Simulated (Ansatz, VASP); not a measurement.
# One calculation of P, two programs

Contents of INCAR:

```
SYSTEM = P
PREC = Accurate ; ENCUT = 520
EDIFF = 1E-7 ; ISMEAR = -1
SIGMA = 0.05 ; LREAL = .False.
LASPH = .True. ; NELM = 60
ALGO = Normal ; ISIF = 2
LWAVE = .False. ; LCHARG = .False.
NBANDS = 12
```

File KPOINTS:

```
regular mesh
0
Gamma
  9 9 9
  0 0 0
```

POSCAR

```
P
1.0
    1.7257251780      0.9963478961      3.1296800121
   -1.7257251780      0.9963478961      3.1296800121
    0.0000000000     -1.9926957921      3.1296800121
P
2
Direct
    0.7729197500      0.7729197500      0.7729197500
    0.2270802500      0.2270802500      0.2270802500
```

Contents of input.yaml:

```yaml
crystal:
  lattice:
    - [1.725725178, 0.9963478961, 3.1296800121]
    - [-1.725725178, 0.9963478961, 3.1296800121]
    - [0.0, -1.9926957921, 3.1296800121]
  atoms:
    - { symbol: P, position: [0.77291975, 0.77291975, 0.77291975] }
    - { symbol: P, position: [0.22708025, 0.22708025, 0.22708025] }
kpoints:
  mp_grid: { grid: [9, 9, 9] }
  band_path:
    path:
      - [0.0, 0.0, 0.0]
      - [0.5, 0.0, 0.0]
      - [0.5, 0.2342330829, -0.2342330829]
    npoints: 8
scf:
  occupations: { method: fermi_dirac, width: 0.05 }
hamiltonian:
  xc: lda
  pseudopotentials: { kind: all_electron, lapw: { basis_error: 0.001 } }
output:
  forces: true
  stress: true
  eigenvalues: true
```

Alike in both runs: functional LDA; k mesh 9 × 9 × 9; occupations fermi-dirac, width 0.05 eV; no spin polarisation.

|  | VASP | Ansatz |
| --- | --- | --- |
| version | VASP 6.6.1 | Ansatz 0.2.0 |
| potentials or method | VASP PAW LDA potentials, release 64 (P), cutoff 520 eV | all-electron LAPW, scalar-relativistic |
| task | single point | band structure |

|  | VASP | Ansatz | Ansatz less VASP |
| --- | --- | --- | --- |
| gap on the k mesh at the Fermi level (eV) | none | none | - |
| pressure (GPa) | -3.2 | -3.0 | +0.26 |
| traceless stress, the component that is largest in VASP (GPa) | -0.92 | -1.05 | -0.127 |
| rms of the force components (eV/Å) | 0.090 | 0.108 | +0.0184 |

LDA's correlation is that of Perdew and Zunger in VASP and of Perdew and Wang (1992) in Ansatz. Atom by atom the forces differ by 0.018 eV/Å (rms over components). A gap of «none» marks a metal or a gap that the smearing closes. Ansatz ran all-electron here, and VASP with PAW potentials.
